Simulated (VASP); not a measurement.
# ZrB2 (P6/mmm) in VASP: a series of runs, part 2 of 2

VASP 6.6.1. The steps go on from the part before.

### 4 Electric field gradients, LDA (volume scaled by 0.94)

File INCAR:

```
SYSTEM = ZrB2
PREC = Accurate ; ENCUT = 520
EDIFF = 1E-8 ; ISMEAR = -1
SIGMA = 0.05 ; LREAL = .False.
LASPH = .True. ; NELM = 100
ALGO = Normal ; ISIF = 2
LWAVE = .False. ; LCHARG = .False.
GGA = CA ; LEFG = .True.
NBANDS = 16
```

File KPOINTS:

```
Automatic mesh
0
Gamma
  12 12 9
  0 0 0
```

File POSCAR:

```
ZrB2
1.0
    3.1003898632      0.0000000000      0.0000000000
   -1.5501949316      2.6850163832      0.0000000000
    0.0000000000      0.0000000000      3.4481431027
Zr B
1 2
Direct
    0.0000000000      0.0000000000      0.0000000000
    0.3333333333      0.6666666667      0.5000000000
    0.6666666667      0.3333333333      0.5000000000
```

Potentials or basis: VASP PAW LDA potentials, release 64 (Zr_sv, B).

The run is started by

```bash
$ cat potpaw_LDA.64/Zr_sv/POTCAR potpaw_LDA.64/B/POTCAR > POTCAR
$ mpirun -np 1 vasp_std > vasp.out
```

OUTCAR:

```text
SYSTEM = ZrB2
   PREC = Accurate
   ENCUT = 520
   EDIFF = 1E-8
   ISMEAR = -1
   LREAL = .False.
   LASPH = .True.
   NELM = 100
   ISIF = 2
   GGA = CA

 ion  position               nearest neighbor table
   1  0.000  0.000  0.000-   2 2.49   3 2.49   2 2.49   3 2.49   3 2.49   3 2.49   2 2.49   2 2.49
                             3 2.49   3 2.49   2 2.49   2 2.49
   2  0.333  0.667  0.500-   3 1.79   3 1.79   3 1.79   1 2.49   1 2.49   1 2.49   1 2.49   1 2.49
                             1 2.49
   3  0.667  0.333  0.500-   2 1.79   2 1.79   2 1.79   1 2.49   1 2.49   1 2.49   1 2.49   1 2.49
                             1 2.49

  LATTYP: Found a hexagonal cell.
 ALAT       =     3.1003898632
 C/A-ratio  =     1.1121643583

  Lattice vectors:

 A1 = (   3.1003898632,   0.0000000000,   0.0000000000)
 A2 = (  -1.5501949316,   2.6850163832,   0.0000000000)
 A3 = (   0.0000000000,   0.0000000000,   3.4481431027)

Analysis of symmetry for initial positions (statically):
=====================================================================
 Subroutine PRICEL returns:
 Original cell was already a primitive cell.

 Routine SETGRP: Setting up the symmetry group for a
 hexagonal supercell.

 Subroutine GETGRP returns: Found 24 space group operations
 (whereof 24 operations were pure point group operations)
 out of a pool of 24 trial point group operations.

The static configuration has the point symmetry D_6h.

Analysis of symmetry for dynamics (positions and initial velocities):
=====================================================================
 Subroutine PRICEL returns:
 Original cell was already a primitive cell.

 Routine SETGRP: Setting up the symmetry group for a
 hexagonal supercell.

 Subroutine GETGRP returns: Found 24 space group operations
 (whereof 24 operations were pure point group operations)
 out of a pool of 24 trial point group operations.

The dynamic configuration has the point symmetry D_6h.

 Subroutine INISYM returns: Found 24 space group operations
 (whereof 24 operations are pure point group operations),
 and found     1 'primitive' translations

----------------------------------------------------------------------------------------

                                     Primitive cell

  volume of cell :      28.7044

  direct lattice vectors                    reciprocal lattice vectors
     3.100389863  0.000000000  0.000000000     0.322540082  0.186218603  0.000000000
    -1.550194932  2.685016383  0.000000000     0.000000000  0.372437206  0.000000000
     0.000000000  0.000000000  3.448143103     0.000000000  0.000000000  0.290011165

  length of vectors
     3.100389863  3.100389863  3.448143103     0.372437206  0.372437206  0.290011165

  position of ions in fractional coordinates (direct lattice)
     0.000000000  0.000000000  0.000000000
     0.333333333  0.666666667  0.500000000
     0.666666667  0.333333333  0.500000000

  ion indices of the primitive-cell ions
   primitive index   ion index
                 1           1
                 2           2
                 3           3

[... 87 lines left out ...]
   EFERMI_NEDOS =   21; number of points for ismear=-14 and -15
   IALGO  =     38    algorithm
   IMIX   =      4    mixing-type and parameters
     AMIX     =   0.40;   BMIX     =  1.00
     AMIX_MAG =   1.60;   BMIX_MAG =  1.00
  volume/ion in A,a.u.               =       9.57        64.57
  Fermi-wavevector in a.u.,A,eV,Ry     =   1.401252  2.647982 26.715126  1.963506
  Thomas-Fermi vector in A             =   2.524131
   LORBIT       =      0    0 simple, 1 ext, 2 COOP (PROOUT), +10 PAW based schemes
   GGA     = CA    functional components
   LHFCALC =     F    Hartree Fock is set to
   AEXX    =    0.0000 exact exchange contribution
   IVDW    =     0    specifies the selected vdW correction
   LEPSILON=     F    determine dielectric tensor
   LRPA    =     F    only Hartree local field effects (RPA)
 non-spin polarized calculation
  energy-cutoff  :      520.00
  volume of cell :       28.70
 maximum number of plane-waves:       784
 NGX is ok and might be reduce to    24
   NGX = 11   NGY = 11   NGZ = 13

 number of electron      18.0000000 magnetization

 Free energy of the ion-electron system (eV)
  ---------------------------------------------------
  ext. energy  EPLUGINS =         0.00000000
  ---------------------------------------------------
  free energy    TOTEN  =       -27.45578121 eV

  energy without entropy =      -27.45398070  energy(sigma->0) =      -27.45488095

 E-fermi :  11.3198     XC(G=0): -12.9086

 val. band max:       11.3145136605   @ k =   0.1667   0.1667   0.1111
 cond. band min:      11.3887589250   @ k =   0.1667   0.1667   0.2222
 fundamental gap:      0.0742452645
 Fermi energy:        11.3198146145

 k-point     1 :       0.0000    0.0000    0.0000
  band No.  band energies     occupation
      1     -36.8813      2.00000
      2     -15.2663      2.00000
      3     -14.5898      2.00000
      4     -14.5898      2.00000
      5      -1.6146      2.00000
      6       8.4709      2.00000
[... 433 lines left out ...]
      3     -15.1466      2.00000
      4     -14.7881      2.00000
      5       0.5331      2.00000
      6       4.7073      2.00000
[... 8 lines left out ...]
     15      19.5555      0.00000
     16      22.6700      0.00000

 [... further k-points ...]

------------------------ aborting loop because EDIFF is reached ----------------------------------------

  FORCE on cell =-STRESS in cart. coord.  units (eV):
  Direction    XX          YY          ZZ          XY          YZ          ZX
  --------------------------------------------------------------------------------------
  -------------------------------------------------------------------------------------
  Total        1.7034869      1.7034869      1.7466580      0.0000000     -0.0000000      0.0000000
  in kB       95.0825586     95.0825586     97.4922107      0.0000000     -0.0000000      0.0000000
  external PRESSURE =      95.8857760 kB  Pullay stress =       0.0000000 kB

 VOLUME and BASIS-vectors are now :
 -----------------------------------------------------------------------------
  energy-cutoff  :      520.00
  volume of cell :       28.70
      direct lattice vectors                 reciprocal lattice vectors
     3.100389863  0.000000000  0.000000000     0.322540082  0.186218603  0.000000000
    -1.550194932  2.685016383  0.000000000     0.000000000  0.372437206  0.000000000
     0.000000000  0.000000000  3.448143103     0.000000000  0.000000000  0.290011165

 POSITION                                       TOTAL-FORCE (eV/Angst)
 -----------------------------------------------------------------------------------
      0.00000      0.00000      0.00000        -0.000000     -0.000000      0.000000
     -0.00000      1.79001      1.72407         0.000000      0.000000      0.000000
      1.55019      0.89501      1.72407        -0.000000     -0.000000      0.000000
 -----------------------------------------------------------------------------------
    total drift:                               -0.000000      0.000000      0.000000

  FREE ENERGIE OF THE ION-ELECTRON SYSTEM (eV)
  ---------------------------------------------------
  free  energy   TOTEN  =       -27.4557812101 eV

  energy  without entropy=      -27.4539806969  energy(sigma->0) =      -27.45488095

 Electric field gradients (V/A^2)
---------------------------------------------------------------------
 ion       V_xx      V_yy      V_zz      V_xy      V_xz      V_yz
---------------------------------------------------------------------
   1     -22.819   -22.819    45.638    -0.000    -0.000     0.000
   2      -0.877    -0.877     1.754    -0.000     0.000    -0.000
   3      -0.877    -0.877     1.754    -0.000     0.000    -0.000
---------------------------------------------------------------------

 Electric field gradients after diagonalization (V/A^2)
 (convention: |V_zz| > |V_xx| > |V_yy|)
----------------------------------------------------------------------
 ion       V_xx      V_yy      V_zz     asymmetry (V_yy - V_xx)/ V_zz
----------------------------------------------------------------------
   1     -22.819   -22.819    45.638       0.000
   2      -0.877    -0.877     1.754       0.000
   3      -0.877    -0.877     1.754       0.000
----------------------------------------------------------------------

           NMR quadrupolar parameters

 Cq : quadrupolar parameter    Cq=e*Q*V_zz/h
 eta: asymmetry parameters     (V_yy - V_xx)/ V_zz
 Q  : nuclear electric quadrupole moment in mb (millibarn)
----------------------------------------------------------------------
 ion       Cq(MHz)       eta       Q (mb)
----------------------------------------------------------------------
   1       0.110       0.000       1.000
   2       0.004       0.000       1.000
   3       0.004       0.000       1.000
----------------------------------------------------------------------
```

OSZICAR:

```text
N       E                     dE             d eps       ncg     rms          rms(c)
DAV:   1     0.994162968654E+02    0.99416E+02   -0.97454E+03  3040   0.113E+03
DAV:   2    -0.263740804825E+02   -0.12579E+03   -0.12168E+03  3960   0.295E+02
DAV:   3    -0.303021545134E+02   -0.39281E+01   -0.39138E+01  4536   0.445E+01
DAV:   4    -0.303541419833E+02   -0.51987E-01   -0.51968E-01  3880   0.463E+00
DAV:   5    -0.303549685958E+02   -0.82661E-03   -0.82660E-03  4360   0.419E-01    0.250E+01
DAV:   6    -0.275186397255E+02    0.28363E+01   -0.60886E+00  3944   0.171E+01    0.102E+01
DAV:   7    -0.274590103823E+02    0.59629E-01   -0.67695E-01  4192   0.519E+00    0.379E+00
DAV:   8    -0.274614434648E+02   -0.24331E-02   -0.12699E-01  3688   0.292E+00    0.398E-01
DAV:   9    -0.274560714677E+02    0.53720E-02   -0.22872E-02  3696   0.120E+00    0.186E-01
DAV:  10    -0.274557816875E+02    0.28978E-03   -0.16540E-03  3568   0.380E-01    0.498E-02
DAV:  11    -0.274557826216E+02   -0.93412E-06   -0.52181E-05  3984   0.699E-02    0.137E-02
DAV:  12    -0.274557815412E+02    0.10804E-05   -0.47014E-06  3808   0.198E-02    0.657E-03
DAV:  13    -0.274557812065E+02    0.33473E-06   -0.66163E-07  4360   0.761E-03    0.905E-04
DAV:  14    -0.274557812101E+02   -0.36259E-08   -0.29779E-08  3488   0.135E-03
   1 F= -.27455781E+02 E0= -.27454881E+02  d E =-.180051E-02
```

stdout:

```text
POSCAR found type information on POSCAR ZrB
 POSCAR found :  2 types and       3 ions
 scaLAPACK will be used
 LDA part: xc-table for (Slater(with rela. corr.)+CA(PZ))
 , standard interpolation
 POSCAR, INCAR and KPOINTS ok, starting setup
 FFT: planning ... GRIDC
 FFT: planning ... GRID_SOFT
 FFT: planning ... GRID
 WAVECAR not read
 entering main loop
ion   1

ion   2

ion   3
```

Run time: 23 s. Hardware: 1 thread of Intel Xeon 6975P-C (Granite Rapids), shared host; peak memory 0.16 GiB.

What came out:

```yaml
Free_energy: -27.4558 eV
Pressure: 9.6 GPa
Band_gap_on_the_k_mesh: zero (band 9 reaches 12.04 eV, above the bottom of band 10 at 10.69 eV)
```

Levels at points of the mesh, in eV from the Fermi level:
| k point | band 6 | band 7 | band 8 | band 9 | band 10 | band 11 | band 12 | band 13 |
| --- | --- | --- | --- | --- | --- | --- | --- | --- |
| (0.00, 0.00, 0.00) | -2.85 | -2.85 | -2.82 | -2.30 | 3.62 | 3.62 | 4.45 | 4.45 |
| (0.50, 0.00, 0.00) | -8.41 | -4.18 | -3.18 | -2.95 | 2.32 | 2.42 | 5.28 | 5.42 |

Electric field gradients, principal values (V/Å²):
| atom | least | middle | greatest (by size) |
| --- | --- | --- | --- |
| 1 Zr | -22.819 | -22.819 | 45.638 |
| 2 B | -0.877 | -0.877 | 1.754 |
| 3 B | -0.877 | -0.877 | 1.754 |

Caveat: without QUAD_EFG the Cq values of the log hold for a quadrupole moment of 1 mb, not for the nuclei.
